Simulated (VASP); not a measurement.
# KBr (Pm-3m) in VASP: further runs

KBr is run at these levels: r2SCAN; tasks: single point, relaxation of cell and atoms.

Everything below comes from runs of VASP 6.6.1. Logs are shortened: lines on timing, memory, paths and dates and some standing lists are left out, and cuts for length are marked.

### Step 1. The cell of the first run

It takes space group Pm-3m (No. 221, cubic). The conventional cell has a = 4.043 Å, b = 4.043 Å, c = 4.043 Å, α = 90.00°, β = 90.00°, γ = 90.00°. Within 4.6 Å of K (site symmetry m-3m) lie 8 Br at 3.50 Å and 6 K at 4.04 Å. Within 4.6 Å of Br (site symmetry m-3m) lie 8 K at 3.50 Å and 6 Br at 4.04 Å.

### Step 2. Single point, r2SCAN

File POSCAR:

```
KBr
1.0
    4.0434990000      0.0000000000      0.0000000000
    0.0000000000      4.0434990000      0.0000000000
    0.0000000000      0.0000000000      4.0434990000
K Br
1 1
Direct
    0.0000000000      0.0000000000      0.0000000000
    0.5000000000      0.5000000000      0.5000000000
```

File INCAR.step1:

```
PREC = Accurate
ENCUT = 520
ISMEAR = 0
SIGMA = 0.1
LREAL = False
LASPH = True
NELM = 60
NBANDS = 15
GGA = PE
ALGO = Normal
EDIFF = 1E-4
LWAVE = True
LCHARG = False
```

File INCAR.step2:

```
PREC = Accurate
ENCUT = 520
EDIFF = 1E-6
ISMEAR = 0
SIGMA = 0.1
LREAL = False
LASPH = True
NELM = 60
ALGO = Normal
ISIF = 2
LWAVE = False
LCHARG = True
METAGGA = R2SCAN
LMIXTAU = True
LELF = True
LVHAR = True
NBANDS = 15
ISTART = 1
```

File KPOINTS:

```
regular mesh
0
Gamma
  4 4 4
```

Potentials or basis: VASP PAW PBE potentials, release 64 (K_sv, Br).

Command:

```sh
> cat potpaw_PBE.64/K_sv/POTCAR potpaw_PBE.64/Br/POTCAR > POTCAR
> cp INCAR.step1 INCAR
> mpirun -np 1 vasp_std > vasp.out
> cp INCAR.step2 INCAR
> mpirun -np 1 vasp_std > vasp.out
```

OUTCAR:

```text
PREC = Accurate
   ENCUT = 520
   EDIFF = 1E-6
   ISMEAR = 0
   LREAL = False
   LASPH = True
   NELM = 60
   ISIF = 2
   METAGGA = R2SCAN
   ISTART = 1

 ion  position               nearest neighbor table
   1  0.000  0.000  0.000-
   2  0.500  0.500  0.500-

  LATTYP: Found a simple cubic cell.
 ALAT       =     4.0434990000

  Lattice vectors:

 A1 = (   4.0434990000,   0.0000000000,   0.0000000000)
 A2 = (   0.0000000000,   4.0434990000,   0.0000000000)
 A3 = (   0.0000000000,   0.0000000000,   4.0434990000)

Analysis of symmetry for initial positions (statically):
=====================================================================
 Subroutine PRICEL returns:
 Original cell was already a primitive cell.

 Routine SETGRP: Setting up the symmetry group for a
 simple cubic supercell.

 Subroutine GETGRP returns: Found 48 space group operations
 (whereof 48 operations were pure point group operations)
 out of a pool of 48 trial point group operations.

The static configuration has the point symmetry O_h .

Analysis of symmetry for dynamics (positions and initial velocities):
=====================================================================
 Subroutine PRICEL returns:
 Original cell was already a primitive cell.

 Routine SETGRP: Setting up the symmetry group for a
 simple cubic supercell.

 Subroutine GETGRP returns: Found 48 space group operations
 (whereof 48 operations were pure point group operations)
 out of a pool of 48 trial point group operations.

The dynamic configuration has the point symmetry O_h .

 Subroutine INISYM returns: Found 48 space group operations
 (whereof 48 operations are pure point group operations),
 and found     1 'primitive' translations

----------------------------------------------------------------------------------------

                                     Primitive cell

  volume of cell :      66.1107

  direct lattice vectors                    reciprocal lattice vectors
     4.043499000  0.000000000  0.000000000     0.247310559  0.000000000  0.000000000
     0.000000000  4.043499000  0.000000000     0.000000000  0.247310559  0.000000000
     0.000000000  0.000000000  4.043499000     0.000000000  0.000000000  0.247310559

  length of vectors
     4.043499000  4.043499000  4.043499000     0.247310559  0.247310559  0.247310559

  position of ions in fractional coordinates (direct lattice)
     0.000000000  0.000000000  0.000000000
     0.500000000  0.500000000  0.500000000

  ion indices of the primitive-cell ions
   primitive index   ion index
                 1           1
                 2           2

----------------------------------------------------------------------------------------

 KPOINTS: regular mesh

Automatic generation of k-mesh.
 Grid dimensions read from file:
 generate k-points for:    4    4    4

 Generating k-lattice:

  Cartesian coordinates                     Fractional coordinates (reciprocal lattice)
     0.061827640  0.000000000  0.000000000     0.250000000  0.000000000  0.000000000
     0.000000000  0.061827640  0.000000000     0.000000000  0.250000000  0.000000000
     0.000000000  0.000000000  0.061827640     0.000000000  0.000000000  0.250000000

  Length of vectors
     0.061827640  0.061827640  0.061827640

  Shift w.r.t. Gamma in fractional coordinates (k-lattice)
     0.000000000  0.000000000  0.000000000

 Subroutine IBZKPT returns following result:
 ===========================================

 Found     10 irreducible k-points:

 Following reciprocal coordinates:
            Coordinates               Weight
  0.000000  0.000000  0.000000      1.000000
  0.250000  0.000000  0.000000      6.000000
  0.500000  0.000000  0.000000      3.000000
  0.250000  0.250000  0.000000     12.000000
  0.500000  0.250000  0.000000     12.000000
  0.500000  0.500000  0.000000      3.000000
  0.250000  0.250000  0.250000      8.000000
  0.500000  0.250000  0.250000     12.000000
  0.500000  0.500000  0.250000      6.000000
  0.500000  0.500000  0.500000      1.000000
   k-points           NKPTS =     10   k-points in BZ     NKDIM =     10   number of bands    NBANDS=     15
   number of dos      NEDOS =    301   number of ions     NIONS =      2
   total plane-waves  NPLWV =  27000
   dimension x,y,z NGX =    30 NGY =   30 NGZ =   30
   dimension x,y,z NGXF=    60 NGYF=   60 NGZF=   60
   ions per type =               1   1
   NGX,Y,Z   is equivalent  to a cutoff of  12.33, 12.33, 12.33 a.u.
   NGXF,Y,Z  is equivalent  to a cutoff of  24.67, 24.67, 24.67 a.u.
 SYSTEM =  unknown system
   PREC   = accura    normal or accurate (medium, high low for compatibility)
   ISTART =      1    job   : 0-new  1-cont  2-samecut
   ICHARG =      0    charge: 1-file 2-atom 10-const
   ISPIN  =      1    spin polarized calculation?
   LNONCOLLINEAR =      F non collinear calculations
   LSORBIT =      F    spin-orbit coupling
   LASPH  =      T    aspherical Exc in radial PAW
   ENCUT  =  520.0 eV  38.22 Ry    6.18 a.u.   7.52  7.52  7.52*2*pi/ulx,y,z
   NELM   =     60;   NELMIN=  2; NELMDL=  0     # of ELM steps
   EDIFF  = 0.1E-05   stopping-criterion for ELM
   LREAL  =      F    real-space projection
   EDIFFG = 0.1E-04   stopping-criterion for IOM
   NSW    =      0    number of steps for IOM
   IBRION =     -1    ionic relax: 0-MD 1-quasi-New 2-CG
   NFREE  =      0    steps in history (QN), initial steepest desc. (CG)
   ISIF   =      2    stress and relaxation
   ISYM   =      2    0-nonsym 1-usesym 2-fastsym
   POTIM  = 0.5000    time-step for ionic-motion
   TEBEG  =    0.0;   TEEND  =   0.0 temperature during run
   PSTRESS=    0.0 pullay stress
   NELECT =      16.0000    total number of electrons
   NUPDOWN=      -1.0000    fix difference up-down
   EMIN   =  10.00;   EMAX   =-10.00  energy-range for DOS
   EFERMI =   0.00;   METHOD = LEGACY
   ISMEAR =     0;   SIGMA  =   0.10  broadening in eV -4-tet -1-fermi 0-gaus
   EFERMI_NEDOS =   21; number of points for ismear=-14 and -15
   IALGO  =     38    algorithm
   IMIX   =      4    mixing-type and parameters
     AMIX     =   0.40;   BMIX     =  1.00
     AMIX_MAG =   1.60;   BMIX_MAG =  1.00
  volume/ion in A,a.u.               =      33.06       223.07
  Fermi-wavevector in a.u.,A,eV,Ry     =   1.020213  1.927923 14.161412  1.040834
  Thomas-Fermi vector in A             =   2.153770
   LORBIT       =      0    0 simple, 1 ext, 2 COOP (PROOUT), +10 PAW based schemes
   METAGGA = R2SCAN    functional components
   LHFCALC =     F    Hartree Fock is set to
   AEXX    =    0.0000 exact exchange contribution
   IVDW    =     0    specifies the selected vdW correction
   LEPSILON=     F    determine dielectric tensor
   LRPA    =     F    only Hartree local field effects (RPA)
 non-spin polarized calculation
 Gauss-broadening in eV      SIGMA  =   0.10
  energy-cutoff  :      520.00
  volume of cell :       66.11
 maximum number of plane-waves:      1800
   NGX = 15   NGY = 15   NGZ = 15

 number of electron      15.9999999 magnetization

 Free energy of the ion-electron system (eV)
  ---------------------------------------------------
  ext. energy  EPLUGINS =         0.00000000
  ---------------------------------------------------
  free energy    TOTEN  =       -23.13185347 eV

  energy without entropy =      -23.13185347  energy(sigma->0) =      -23.13185347

 E-fermi :  -0.6898     XC(G=0):  -8.1919

 val. band max:       -1.1411064682   @ k =   0.5000   0.5000   0.0000
 cond. band min:       3.4511554016   @ k =   0.0000   0.0000   0.0000
 fundamental gap:      4.5922618698
 Fermi energy:        -0.6898118874

 k-point     1 :       0.0000    0.0000    0.0000
  band No.  band energies     occupation
      1     -30.9599      2.00000
      2     -14.3600      2.00000
      3     -13.6145      2.00000
      4     -13.6145      2.00000
      5     -13.6145      2.00000
      6      -1.4040      2.00000
      7      -1.4040      2.00000
      8      -1.4040      2.00000
      9       3.4512      0.00000
     10       5.2726      0.00000
     11       5.2726      0.00000
     12       9.3094      0.00000
     13       9.3094      0.00000
     14       9.3094      0.00000
     15      11.9422      0.00000

 k-point     2 :       0.2500    0.0000    0.0000
  band No.  band energies     occupation
      1     -30.9551      2.00000
      2     -14.4472      2.00000
      3     -13.6051      2.00000
      4     -13.6051      2.00000
      5     -13.5103      2.00000
      6      -2.3613      2.00000
      7      -1.3874      2.00000
      8      -1.3874      2.00000
      9       4.6295      0.00000
     10       5.7512      0.00000
     11       6.4178      0.00000
     12       9.1853      0.00000
     13       9.1853      0.00000
     14       9.5622      0.00000
     15      10.1567      0.00000

 k-point     3 :       0.5000    0.0000    0.0000
  band No.  band energies     occupation
      1     -30.9502      2.00000
      2     -14.5266      2.00000
      3     -13.5957      2.00000
      4     -13.5957      2.00000
      5     -13.4097      2.00000
      6      -3.0761      2.00000
      7      -1.3713      2.00000
      8      -1.3713      2.00000
      9       6.0532      0.00000
     10       6.6278      0.00000
     11       7.2513      0.00000
     12       8.4462      0.00000
     13       9.3276      0.00000
     14       9.3276      0.00000
     15       9.8755      0.00000

 k-point     4 :       0.2500    0.2500    0.0000
  band No.  band energies     occupation
      1     -30.9504      2.00000
      2     -14.3976      2.00000
      3     -13.6828      2.00000
      4     -13.5969      2.00000
      5     -13.4872      2.00000
      6      -2.3216      2.00000
      7      -2.0563      2.00000
      8      -1.3245      2.00000
      9       5.3532      0.00000
     10       6.0483      0.00000
     11       7.1374      0.00000
     12       8.3456      0.00000
     13       8.7722      0.00000
     14       9.3980      0.00000
     15      10.1645      0.00000

 k-point     5 :       0.5000    0.2500    0.0000
  band No.  band energies     occupation
      1     -30.9457      2.00000
      2     -14.3644      2.00000
      3     -13.6743      2.00000
      4     -13.5887      2.00000
      5     -13.5314      2.00000
      6      -2.8216      2.00000
      7      -2.0153      2.00000
      8      -1.2599      2.00000
      9       5.6533      0.00000
     10       6.2534      0.00000
     11       7.8446      0.00000
     12       8.2807      0.00000
     13       8.3653      0.00000
     14       9.0118      0.00000
     15      10.4665      0.00000

 k-point     6 :       0.5000    0.5000    0.0000
  band No.  band energies     occupation
      1     -30.9412      2.00000
      2     -14.1043      2.00000
      3     -13.7511      2.00000
      4     -13.7511      2.00000
      5     -13.5816      2.00000
      6      -2.5418      2.00000
      7      -2.5418      2.00000
      8      -1.1411      2.00000
      9       4.6956      0.00000
     10       6.0783      0.00000
     11       7.6251      0.00000
     12       7.6251      0.00000
     13       9.9371      0.00000
     14       9.9371      0.00000
     15      10.6094      0.00000

 k-point     7 :       0.2500    0.2500    0.2500
  band No.  band energies     occupation
      1     -30.9459      2.00000
      2     -14.3139      2.00000
      3     -13.6705      2.00000
      4     -13.6705      2.00000
      5     -13.5098      2.00000
      6      -2.1704      2.00000
      7      -2.0422      2.00000
      8      -2.0422      2.00000
      9       6.2428      0.00000
     10       6.8789      0.00000
     11       6.8789      0.00000
     12       7.6568      0.00000
     13       8.4340      0.00000
     14       8.4340      0.00000
     15      11.8269      0.00000

 k-point     8 :       0.5000    0.2500    0.2500
  band No.  band energies     occupation
      1     -30.9413      2.00000
      2     -14.2335      2.00000
      3     -13.6676      2.00000
      4     -13.6580      2.00000
      5     -13.6028      2.00000
      6      -2.6895      2.00000
      7      -2.0287      2.00000
      8      -1.9228      2.00000
      9       6.1203      0.00000
     10       6.6160      0.00000
     11       7.2009      0.00000
     12       8.0358      0.00000
     13       8.6636      0.00000
     14       8.9995      0.00000
     15      10.7764      0.00000

 k-point     9 :       0.5000    0.5000    0.2500
  band No.  band energies     occupation
      1     -30.9369      2.00000
      2     -14.0403      2.00000
      3     -13.7354      2.00000
      4     -13.7354      2.00000
      5     -13.6513      2.00000
      6      -2.5543      2.00000
      7      -2.5543      2.00000
      8      -1.9359      2.00000
      9       5.5694      0.00000
     10       7.2052      0.00000
     11       7.2052      0.00000
     12       7.6252      0.00000
     13       9.4803      0.00000
     14       9.4803      0.00000
     15      10.7612      0.00000

 k-point    10 :       0.5000    0.5000    0.5000
  band No.  band energies     occupation
      1     -30.9325      2.00000
      2     -13.9742      2.00000
      3     -13.7197      2.00000
      4     -13.7197      2.00000
      5     -13.7197      2.00000
      6      -2.5681      2.00000
      7      -2.5681      2.00000
      8      -2.5681      2.00000
      9       6.8854      0.00000
     10       6.8854      0.00000
     11       6.8854      0.00000
     12       9.0589      0.00000
     13       9.0589      0.00000
     14       9.0589      0.00000
     15      10.7723      0.00000

------------------------ aborting loop because EDIFF is reached ----------------------------------------

  FORCE on cell =-STRESS in cart. coord.  units (eV):
  Direction    XX          YY          ZZ          XY          YZ          ZX
  --------------------------------------------------------------------------------------
  -------------------------------------------------------------------------------------
  Total       -0.3367341     -0.3367341     -0.3367341      0.0000000     -0.0000000      0.0000000
  in kB       -8.1606674     -8.1606674     -8.1606674      0.0000000     -0.0000000      0.0000000
  external PRESSURE =      -8.1606674 kB  Pullay stress =       0.0000000 kB

 VOLUME and BASIS-vectors are now :
 -----------------------------------------------------------------------------
  energy-cutoff  :      520.00
  volume of cell :       66.11
      direct lattice vectors                 reciprocal lattice vectors
     4.043499000  0.000000000  0.000000000     0.247310559  0.000000000  0.000000000
     0.000000000  4.043499000  0.000000000     0.000000000  0.247310559  0.000000000
     0.000000000  0.000000000  4.043499000     0.000000000  0.000000000  0.247310559

 POSITION                                       TOTAL-FORCE (eV/Angst)
 -----------------------------------------------------------------------------------
      0.00000      0.00000      0.00000         0.000000      0.000000      0.000000
      2.02175      2.02175      2.02175         0.000000      0.000000      0.000000
 -----------------------------------------------------------------------------------
    total drift:                                0.000000      0.000000     -0.000000

  FREE ENERGIE OF THE ION-ELECTRON SYSTEM (eV)
  ---------------------------------------------------
  free  energy   TOTEN  =       -23.1318534678 eV

  energy  without entropy=      -23.1318534678  energy(sigma->0) =      -23.13185347
```

Run time: 28 s. Hardware: 1 thread of Intel Xeon Platinum 8488C (Sapphire Rapids), shared host; peak memory 0.17 GiB.

What came out:

| Item | Value |
| --- | --- |
| Free energy | -23.1319 eV |
| Pressure | -0.8 GPa |
| Band gap on the k mesh | 4.59 eV (least direct gap 4.86 eV) |

Caveat: the PAW data sets were made with another functional, which shifts forces and pressure a little. A k mesh can miss the band edges.

### Step 3. Single point, r2SCAN

This run uses another cell than the first one, of 31.42 Å³/atom.

File POSCAR:

```
KBr
1.0
    3.9758683590      0.0000000000      0.0000000000
    0.0000000000      3.9758683590      0.0000000000
    0.0000000000      0.0000000000      3.9758683590
K Br
1 1
Direct
    0.0000000000      0.0000000000      0.0000000000
    0.5000000000      0.5000000000      0.5000000000
```

File INCAR.step1:

```
ALGO = Normal
EDIFF = 1E-4
ENCUT = 520
GGA = PE
ISMEAR = 0
LASPH = T
LCHARG = F
LREAL = F
LWAVE = T
NBANDS = 15
NELM = 80
PREC = Accurate
SIGMA = 0.02
```

File INCAR.step2:

```
ALGO = Normal
EDIFF = 1E-6
ENCUT = 520
ISIF = 2
ISMEAR = 0
ISTART = 1
LASPH = T
LCHARG = F
LMIXTAU = T
LREAL = F
LWAVE = F
METAGGA = R2SCAN
NBANDS = 15
NELM = 80
PREC = Accurate
SIGMA = 0.02
```

File KPOINTS:

```
k-points
0
Gamma
  6 6 6
```

Potentials or basis: VASP PAW PBE potentials, release 64 (K_sv, Br).

Command:

```sh
> cat potpaw_PBE.64/K_sv/POTCAR potpaw_PBE.64/Br/POTCAR > POTCAR
> cp INCAR.step1 INCAR
> mpirun -np 1 vasp_std > vasp.out
> cp INCAR.step2 INCAR
> mpirun -np 1 vasp_std > vasp.out
```

It took 38 s on 1 thread of Intel Xeon Platinum 8488C (Sapphire Rapids), shared host; peak memory 0.17 GiB.

Results (log left out):

```
Free energy            : -23.1437 eV
Pressure               : 0.0 GPa
Band gap on the k mesh : 4.77 eV (least direct gap 5.05 eV)
```

Levels at points of the mesh, in eV from the valence-band top:
| k point | band 6 | band 7 | band 8 | band 9 | band 10 | band 11 |
| --- | --- | --- | --- | --- | --- | --- |
| (0.00, 0.00, 0.00) | -0.28 | -0.28 | -0.28 | 4.77 | 6.35 | 6.35 |
| (0.50, 0.00, 0.00) | -2.09 | -0.26 | -0.26 | 7.41 | 7.78 | 8.67 |
| (0.50, 0.50, 0.00) | -1.50 | -1.50 | 0.00 | 5.84 | 7.27 | 8.79 |
| (0.50, 0.50, 0.50) | -1.56 | -1.56 | -1.56 | 8.15 | 8.15 | 8.15 |

Caveat: the PAW data sets were made with another functional, which shifts forces and pressure a little. A k mesh can miss the band edges.

(Part 1 of 2 ends here.)
